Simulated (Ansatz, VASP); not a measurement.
## Two plane-wave programs on CaO

POSCAR

```
CaO
1.0
    0.0000000000      2.3975501188      2.3975501188
    2.3766914328      0.0000000000      2.3975501188
    2.3766914328      2.3975501188      0.0000000000
Ca O
1 1
Direct
    0.0000000000      0.0000000000      0.0000000000
    0.5000000000      0.5000000000      0.5000000000
```

File INCAR.step1:

```
PREC = Accurate
ENCUT = 1480
ISMEAR = 0
SIGMA = 0.01
LREAL = F
LASPH = T
NELM = 120
NBANDS = 15
GGA = PE
ALGO = Normal
EDIFF = 1E-5
LWAVE = T
LCHARG = F
GGA_COMPAT = F
```

File INCAR.step2:

```
PREC = Accurate
ENCUT = 1480
EDIFF = 1E-6
ISMEAR = 0
SIGMA = 0.01
LREAL = F
LASPH = T
NELM = 120
ALGO = Normal
ISIF = 2
LWAVE = F
LCHARG = T
METAGGA = R2SCAN
LMIXTAU = T
LELF = T
LVHAR = T
NBANDS = 15
ISTART = 1
GGA_COMPAT = F
```

The input KPOINTS:

```
Automatic mesh
0
Gamma
  10 10 10
```

Input for Ansatz:

```yaml
crystal:
  lattice:
    - [0.0, 2.3975501188, 2.3975501188]
    - [2.3766914328, 0.0, 2.3975501188]
    - [2.3766914328, 2.3975501188, 0.0]
  atoms:
    - { symbol: Ca, position: [0.0, 0.0, 0.0] }
    - { symbol: O, position: [0.5, 0.5, 0.5] }
kpoints:
  mp_grid: { grid: [10, 10, 10] }
  band_path:
    path:
      - [0.0, 0.0, 0.0]
      - [0.5, 0.0, 0.5]
      - [0.625, 0.25, 0.625]
      - [0.375, 0.375, 0.75]
      - [0.5, 0.5, 0.5]
      - [0.5, 0.25, 0.75]
    npoints: 1
hamiltonian:
  xc: r2scan
scf:
  occupations: { method: fixed }
  n_extra_bands: 4
output:
  forces: true
  stress: true
  eigenvalues: true
```

Change from the starting cell: uniaxial_x strain -0.9%.

Alike in both runs: task single point; functional r2SCAN; k mesh 10 × 10 × 10; no spin polarisation.

|  | VASP | Ansatz |
| --- | --- | --- |
| version | VASP 6.6.1 | Ansatz 0.2.0 |
| potentials or method | VASP PAW PBE potentials, release 64 (Ca_sv, O_h) | plane waves, PAW |
| plane-wave cutoff (eV) | 1480 | 500 |
| occupations | gaussian, width 0.01 eV | fixed |
| valence electrons in the cell | 16 | 16 |

```tsv
	VASP	Ansatz	Ansatz less VASP
gap on the k mesh at the Fermi level (eV)	4.15	4.16	+0.008
pressure (GPa)	2.1	1.0	-1.02
traceless stress, the component that is largest in VASP (GPa)	1.14	1.07	-0.070
```

VASP's potentials were made for PBE, not for r2SCAN.
